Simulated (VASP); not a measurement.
A run of VASP 6.6.1:

The input INCAR:

```
SYSTEM = Ga2O3
  ALGO = Normal
  EDIFF = 1E-6
  EDIFFG = -0.005
  ENCUT = 600
  GGA = PS
  IBRION = 2
  ISIF = 3
  ISMEAR = -1
  LASPH = .True.
  LCHARG = .False.
  LREAL = .False.
  LWAVE = .False.
  NELM = 80
  NSW = 80
  PREC = Accurate
  SIGMA = 0.02
```

Contents of KPOINTS:

```
k-points
0
Gamma
  6 6 6
  0 0 0
```

The input POSCAR:

```
Ga2O3
1.0
    2.5288850112      1.4600524420      4.5410089292
   -2.5288850112      1.4600524420      4.5410089292
    0.0000000000     -2.9201048839      4.5410089292
Ga O
4 6
Direct
    0.8558408841      0.8558408841      0.8558408841
    0.3558408841      0.3558408841      0.3558408841
    0.1441591159      0.1441591159      0.1441591159
    0.6441591159      0.6441591159      0.6441591159
    0.4468690112      0.0531309888      0.7500000000
    0.0531309888      0.7500000000      0.4468690112
    0.5531309888      0.9468690112      0.2500000000
    0.2500000000      0.5531309888      0.9468690112
    0.9468690112      0.2500000000      0.5531309888
    0.7500000000      0.4468690112      0.0531309888
```

Potentials or basis: VASP PAW PBE potentials, release 64 (Ga_d, O).

The run is started by

```console
$ cat potpaw_PBE.64/Ga_d/POTCAR potpaw_PBE.64/O/POTCAR > POTCAR
$ mpirun -np 1 vasp_std > vasp.out
```

Hardware: 1 thread of AMD EPYC 9R45 96-Core Processor (Zen 5), with other jobs on the host.

Q: How long does it take, and how much memory?

A: Run time: 12 min on 1 thread of AMD EPYC 9R45 96-Core Processor (Zen 5), with other jobs on the host, peak memory 0.38 GiB. Counts: scf iterations 59, k points 32, ion steps 9.
